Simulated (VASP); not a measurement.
# Ga (C2/c) in VASP: notebook

Runs on Ga. Level: PBEsol. Tasks: electric field gradients.

All numbers are computed with VASP 6.6.1; they aren't measurements. Logs are shortened: lines on timing, memory, paths and dates and some standing lists are left out, and cuts for length are marked.

### Step 1. The cell of the first run

It takes space group C2/c (No. 15, monoclinic). The conventional cell has a = 2.811 Å, b = 8.185 Å, c = 3.387 Å, α = 90.00°, β = 92.02°, γ = 90.00°. Ga (site symmetry 2) has 10 Ga at 2.73 to 3.39 Å within 3.6 Å.

### Step 2. Electric field gradients, PBEsol (19.47 Å³/atom)

File INCAR:

```
SYSTEM = Ga
PREC = Accurate
ENCUT = 520
EDIFF = 1E-8
ISMEAR = -1
SIGMA = 0.03
LREAL = .FALSE.
LASPH = .TRUE.
NELM = 60
ALGO = Normal
ISIF = 2
LWAVE = .FALSE.
LCHARG = .FALSE.
GGA = PS
LEFG = .TRUE.
NBANDS = 20
```

File KPOINTS:

```
Automatic mesh
0
G
  14 14 11
  0 0 0
```

File POSCAR:

```
Ga
1.0
    1.4056761615     -4.0925199307      0.0000000000
    1.4056761615      4.0925199307      0.0000000000
   -0.1193757521      0.0000000000      3.3845287204
Ga
2
Direct
    0.8690000000      0.1310000000      0.2500000000
    0.1310000000      0.8690000000      0.7500000000
```

Potentials or basis: VASP PAW PBE potentials, release 64 (Ga_d).

On the command line:

```console
cat potpaw_PBE.64/Ga_d/POTCAR > POTCAR
mpirun -np 1 vasp_std > vasp.out
```

OUTCAR:

```text
SYSTEM = Ga
   PREC = Accurate
   ENCUT = 520
   EDIFF = 1E-8
   ISMEAR = -1
   LREAL = .FALSE.
   LASPH = .TRUE.
   NELM = 60
   ISIF = 2
   GGA = PS

 ion  position               nearest neighbor table
   1  0.869  0.131  0.250-   2 2.73   2 2.73   2 2.91   2 2.91
   2  0.131  0.869  0.750-   1 2.73   1 2.73   1 2.91   1 2.91

  LATTYP: Found a base centered monoclinic cell.
 ALAT       =     2.8113523230
 B/A-ratio  =     2.9114244396
 C/A-ratio  =     1.2046278548
 COS(beta)  =    -0.0352490928

  Lattice vectors:

 A1 = (   1.4056761615,  -4.0925199307,   0.0000000000)
 A2 = (   1.4056761615,   4.0925199307,   0.0000000000)
 A3 = (  -0.1193757521,   0.0000000000,   3.3845287204)

Analysis of symmetry for initial positions (statically):
=====================================================================
 Subroutine PRICEL returns:
 Original cell was already a primitive cell.

 Routine SETGRP: Setting up the symmetry group for a
 base centered monoclinic supercell.

 Subroutine GETGRP returns: Found  4 space group operations
 (whereof  2 operations were pure point group operations)
 out of a pool of  4 trial point group operations.

The static configuration has the point symmetry S_2 .
 The point group associated with its full space group is C_2h.

Analysis of symmetry for dynamics (positions and initial velocities):
=====================================================================
 Subroutine PRICEL returns:
 Original cell was already a primitive cell.

 Routine SETGRP: Setting up the symmetry group for a
 base centered monoclinic supercell.

 Subroutine GETGRP returns: Found  4 space group operations
 (whereof  2 operations were pure point group operations)
 out of a pool of  4 trial point group operations.

The dynamic configuration has the point symmetry S_2 .
 The point group associated with its full space group is C_2h.

 Subroutine INISYM returns: Found  4 space group operations
 (whereof  2 operations are pure point group operations),
 and found     1 'primitive' translations

----------------------------------------------------------------------------------------

                                     Primitive cell

  volume of cell :      38.9407

  direct lattice vectors                    reciprocal lattice vectors
     1.405676161 -4.092519931  0.000000000     0.355700704 -0.122174115  0.012545924
     1.405676161  4.092519931  0.000000000     0.355700704  0.122174115  0.012545924
    -0.119375752  0.000000000  3.384528720     0.000000000  0.000000000  0.295462111

  length of vectors
     4.327198268  4.327198268  3.386633318     0.376306930  0.376306930  0.295462111

  position of ions in fractional coordinates (direct lattice)
     0.869000000  0.131000000  0.250000000
     0.131000000  0.869000000  0.750000000

  ion indices of the primitive-cell ions
   primitive index   ion index
                 1           1
                 2           2

----------------------------------------------------------------------------------------

 KPOINTS: Automatic mesh

Automatic generation of k-mesh.
 Grid dimensions read from file:
 generate k-points for:   14   14   11

 Generating k-lattice:

  Cartesian coordinates                     Fractional coordinates (reciprocal lattice)
     0.025407193 -0.008726722  0.000896137     0.071428571 -0.000000000  0.000000000
     0.025407193  0.008726722  0.000896137    -0.000000000  0.071428571  0.000000000
     0.000000000  0.000000000  0.026860192     0.000000000  0.000000000  0.090909091

  Length of vectors
     0.026879066  0.026879066  0.026860192

  Shift w.r.t. Gamma in fractional coordinates (k-lattice)
     0.000000000  0.000000000  0.000000000

 Subroutine IBZKPT returns following result:
 ===========================================

 Found    582 irreducible k-points:

 Following reciprocal coordinates:
            Coordinates               Weight
  0.000000  0.000000  0.000000      1.000000
  0.071429  0.000000  0.000000      4.000000
  0.142857  0.000000 -0.000000      4.000000
  0.214286  0.000000  0.000000      4.000000
  0.285714  0.000000 -0.000000      4.000000
  0.357143  0.000000  0.000000      4.000000
[... 16 lines left out ...]
  0.214286  0.142857  0.000000      4.000000
  0.285714  0.142857 -0.000000      4.000000
 [... further k-points ...]
   k-points           NKPTS =    582   k-points in BZ     NKDIM =    582   number of bands    NBANDS=     20
   number of dos      NEDOS =    301   number of ions     NIONS =      2
   total plane-waves  NPLWV =  28672
   dimension x,y,z NGX =    32 NGY =   32 NGZ =   28
   dimension x,y,z NGXF=    64 NGYF=   64 NGZF=   56
   ions per type =               2
   NGX,Y,Z   is equivalent  to a cutoff of  12.29, 12.29, 13.74 a.u.
   NGXF,Y,Z  is equivalent  to a cutoff of  24.59, 24.59, 27.49 a.u.
 SYSTEM =  Ga
   PREC   = accura    normal or accurate (medium, high low for compatibility)
   ISTART =      0    job   : 0-new  1-cont  2-samecut
   ICHARG =      2    charge: 1-file 2-atom 10-const
   ISPIN  =      1    spin polarized calculation?
   LNONCOLLINEAR =      F non collinear calculations
   LSORBIT =      F    spin-orbit coupling
   LASPH  =      T    aspherical Exc in radial PAW
   ENCUT  =  520.0 eV  38.22 Ry    6.18 a.u.   8.05  8.05  6.30*2*pi/ulx,y,z
   NELM   =     60;   NELMIN=  2; NELMDL= -5     # of ELM steps
   EDIFF  = 0.1E-07   stopping-criterion for ELM
   LREAL  =      F    real-space projection
   EDIFFG = 0.1E-06   stopping-criterion for IOM
   NSW    =      0    number of steps for IOM
   IBRION =     -1    ionic relax: 0-MD 1-quasi-New 2-CG
   NFREE  =      0    steps in history (QN), initial steepest desc. (CG)
   ISIF   =      2    stress and relaxation
   ISYM   =      2    0-nonsym 1-usesym 2-fastsym
   POTIM  = 0.5000    time-step for ionic-motion
   TEBEG  =    0.0;   TEEND  =   0.0 temperature during run
   PSTRESS=    0.0 pullay stress
   NELECT =      26.0000    total number of electrons
   NUPDOWN=      -1.0000    fix difference up-down
   EMIN   =  10.00;   EMAX   =-10.00  energy-range for DOS
   EFERMI =   0.00;   METHOD = LEGACY
   ISMEAR =    -1;   SIGMA  =   0.03  broadening in eV -4-tet -1-fermi 0-gaus
   EFERMI_NEDOS =   21; number of points for ismear=-14 and -15
   IALGO  =     38    algorithm
   IMIX   =      4    mixing-type and parameters
     AMIX     =   0.40;   BMIX     =  1.00
     AMIX_MAG =   1.60;   BMIX_MAG =  1.00
  volume/ion in A,a.u.               =      19.47       131.39
  Fermi-wavevector in a.u.,A,eV,Ry     =   1.430862  2.703938 27.856120  2.047367
  Thomas-Fermi vector in A             =   2.550661
   LORBIT       =      0    0 simple, 1 ext, 2 COOP (PROOUT), +10 PAW based schemes
   GGA     = PS    functional components
   LHFCALC =     F    Hartree Fock is set to
   AEXX    =    0.0000 exact exchange contribution
   IVDW    =     0    specifies the selected vdW correction
   LEPSILON=     F    determine dielectric tensor
   LRPA    =     F    only Hartree local field effects (RPA)
 non-spin polarized calculation
  energy-cutoff  :      520.00
  volume of cell :       38.94
 maximum number of plane-waves:      1068
   NGX = 17   NGY = 17   NGZ = 13

 number of electron      26.0000008 magnetization

 Free energy of the ion-electron system (eV)
  ---------------------------------------------------
  ext. energy  EPLUGINS =         0.00000000
  ---------------------------------------------------
  free energy    TOTEN  =        -6.63915172 eV

  energy without entropy =       -6.63725613  energy(sigma->0) =       -6.63820393

 E-fermi :   5.0427     XC(G=0): -10.9538

 val. band max:        5.0340968227   @ k =  -0.3571   0.4286   0.2727
 cond. band min:       5.0586732267   @ k =  -0.2143   0.5000   0.3636
 fundamental gap:      0.0245764040
 Fermi energy:         5.0427086315

 k-point     1 :       0.0000    0.0000    0.0000
  band No.  band energies     occupation
      1      -9.9759      2.00000
      2      -9.9641      2.00000
      3      -9.9356      2.00000
      4      -9.9090      2.00000
      5      -9.6685      2.00000
      6      -9.6669      2.00000
[... 12 lines left out ...]
     19      15.3632      0.00000
     20      17.8334      0.00000

 k-point     2 :       0.0714    0.0000    0.0000
  band No.  band energies     occupation
      1      -9.9721      2.00000
      2      -9.9562      2.00000
      3      -9.9246      2.00000
      4      -9.8924      2.00000
      5      -9.6769      2.00000
      6      -9.6750      2.00000
[... 12 lines left out ...]
     19      15.6771      0.00000
     20      18.4579      0.00000

 k-point     3 :       0.1429    0.0000   -0.0000
  band No.  band energies     occupation
      1      -9.9618      2.00000
      2      -9.9367      2.00000
      3      -9.8957      2.00000
      4      -9.8438      2.00000
      5      -9.7010      2.00000
      6      -9.6982      2.00000
[... 12 lines left out ...]
     19      15.8128      0.00000
     20      19.0425      0.00000

 k-point     4 :       0.2143    0.0000    0.0000
  band No.  band energies     occupation
      1      -9.9474      2.00000
      2      -9.9136      2.00000
      3      -9.8549      2.00000
      4      -9.7878      2.00000
      5      -9.7354      2.00000
      6      -9.7188      2.00000
[... 12 lines left out ...]
     19      15.9460      0.00000
     20      19.7763      0.00000

 k-point     5 :       0.2857    0.0000   -0.0000
  band No.  band energies     occupation
      1      -9.9324      2.00000
      2      -9.8918      2.00000
      3      -9.8217      2.00000
      4      -9.7950      2.00000
      5      -9.7747      2.00000
      6      -9.6982      2.00000
[... 12 lines left out ...]
     19      16.0899      0.00000
     20      18.5727      0.00000
[... 353 lines left out ...]
      6      -9.6730      2.00000
[... 12 lines left out ...]
     19      15.4929      0.00000
     20      17.2675      0.00000

 k-point    22 :       0.1429    0.1429   -0.0000
  band No.  band energies     occupation
      1      -9.9470      2.00000
      2      -9.9002      2.00000
      3      -9.8259      2.00000
      4      -9.7622      2.00000
      5      -9.7476      2.00000
      6      -9.7246      2.00000
[... 12 lines left out ...]
     19      16.8408      0.00000
     20      19.3412      0.00000

 k-point    23 :       0.2143    0.1429    0.0000
  band No.  band energies     occupation
      1      -9.9386      2.00000
      2      -9.8803      2.00000
      3      -9.8490      2.00000
      4      -9.7762      2.00000
      5      -9.7652      2.00000
      6      -9.7419      2.00000
[... 12 lines left out ...]
     19      16.7867      0.00000
     20      18.2862      0.00000

 k-point    24 :       0.2857    0.1429   -0.0000
  band No.  band energies     occupation
      1      -9.9315      2.00000
      2      -9.8832      2.00000
      3      -9.8539      2.00000
      4      -9.8021      2.00000
      5      -9.7712      2.00000
      6      -9.7430      2.00000
[... 12 lines left out ...]
     19      15.9113      0.00000
     20      17.0651      0.00000

 [... further k-points ...]

------------------------ aborting loop because EDIFF is reached ----------------------------------------

  FORCE on cell =-STRESS in cart. coord.  units (eV):
  Direction    XX          YY          ZZ          XY          YZ          ZX
  --------------------------------------------------------------------------------------
  -------------------------------------------------------------------------------------
  Total       -0.9745414     -0.9669824     -0.9826168      0.0000000      0.0000000     -0.0133467
  in kB      -40.0965101    -39.7855027    -40.4287641      0.0000000      0.0000000     -0.5491354
  external PRESSURE =     -40.1035923 kB  Pullay stress =       0.0000000 kB

 VOLUME and BASIS-vectors are now :
 -----------------------------------------------------------------------------
  energy-cutoff  :      520.00
  volume of cell :       38.94
      direct lattice vectors                 reciprocal lattice vectors
     1.405676161 -4.092519931  0.000000000     0.355700704 -0.122174115  0.012545924
     1.405676161  4.092519931  0.000000000     0.355700704  0.122174115  0.012545924
    -0.119375752  0.000000000  3.384528720     0.000000000  0.000000000  0.295462111

 POSITION                                       TOTAL-FORCE (eV/Angst)
 -----------------------------------------------------------------------------------
      1.37583     -3.02028      0.84613         0.000000      0.157287     -0.000000
      1.31614      3.02028      2.53840        -0.000000     -0.157287      0.000000
 -----------------------------------------------------------------------------------
    total drift:                                0.000000      0.000000     -0.000000

  FREE ENERGIE OF THE ION-ELECTRON SYSTEM (eV)
  ---------------------------------------------------
  free  energy   TOTEN  =        -6.6391517189 eV

  energy  without entropy=       -6.6372561332  energy(sigma->0) =       -6.63820393

 Electric field gradients (V/A^2)
---------------------------------------------------------------------
 ion       V_xx      V_yy      V_zz      V_xy      V_xz      V_yz
---------------------------------------------------------------------
   1      -5.725   -17.070    22.795     0.000    -2.338    -0.000
   2      -5.725   -17.070    22.795     0.000    -2.338    -0.000
---------------------------------------------------------------------

 Electric field gradients after diagonalization (V/A^2)
 (convention: |V_zz| > |V_xx| > |V_yy|)
----------------------------------------------------------------------
 ion       V_xx      V_yy      V_zz     asymmetry (V_yy - V_xx)/ V_zz
----------------------------------------------------------------------
   1     -17.070    -5.916    22.985       0.485
   2     -17.070    -5.916    22.985       0.485
----------------------------------------------------------------------

           NMR quadrupolar parameters

 Cq : quadrupolar parameter    Cq=e*Q*V_zz/h
 eta: asymmetry parameters     (V_yy - V_xx)/ V_zz
 Q  : nuclear electric quadrupole moment in mb (millibarn)
----------------------------------------------------------------------
 ion       Cq(MHz)       eta       Q (mb)
----------------------------------------------------------------------
   1       0.056       0.485       1.000
   2       0.056       0.485       1.000
----------------------------------------------------------------------
```

It took 5.4 min on 1 thread of Intel Xeon Platinum 8375C at 2.90GHz (Ice Lake), shared host; peak memory 0.45 GiB.

Results:

* Free energy: -6.6392 eV
* Pressure: -4.0 GPa
* Largest force: 0.157 eV/Å
* Band gap on the k mesh: zero (bands 13 and 14 overlap by 7.68 eV)
* Largest electric field gradient by atom: Ga +23.0 V/Å²

Forces in eV/Å, atoms in the order of the input:
```
Ga   0.000  0.157  0.000
Ga   0.000 -0.157  0.000
```

Levels at points of the mesh, in eV from the Fermi level:
| k point | band 10 | band 11 | band 12 | band 13 | band 14 | band 15 | band 16 | band 17 |
| --- | --- | --- | --- | --- | --- | --- | --- | --- |
| (0.00, 0.00, 0.00) | -14.55 | -10.86 | -1.95 | -1.76 | 1.62 | 5.35 | 9.33 | 9.79 |
| (0.50, 0.00, 0.00) | -14.56 | -5.94 | -4.82 | -1.24 | -0.09 | 5.55 | 6.30 | 8.16 |
| (0.50, 0.50, 0.00) | -14.60 | -8.81 | -8.33 | 3.89 | 4.44 | 5.54 | 5.77 | 7.30 |

Electric field gradients, principal values (V/Å²):
```csv
atom,least,middle,greatest (by size)
1 Ga,-5.916,-17.070,22.985
2 Ga,-5.916,-17.070,22.985
```

Caveat: the cell stands under tension; without QUAD_EFG the Cq values of the log hold for a quadrupole moment of 1 mb, not for the nuclei; the PAW data sets were made with another functional, which shifts forces and pressure a little.

(Continued in part 2 of 3.)
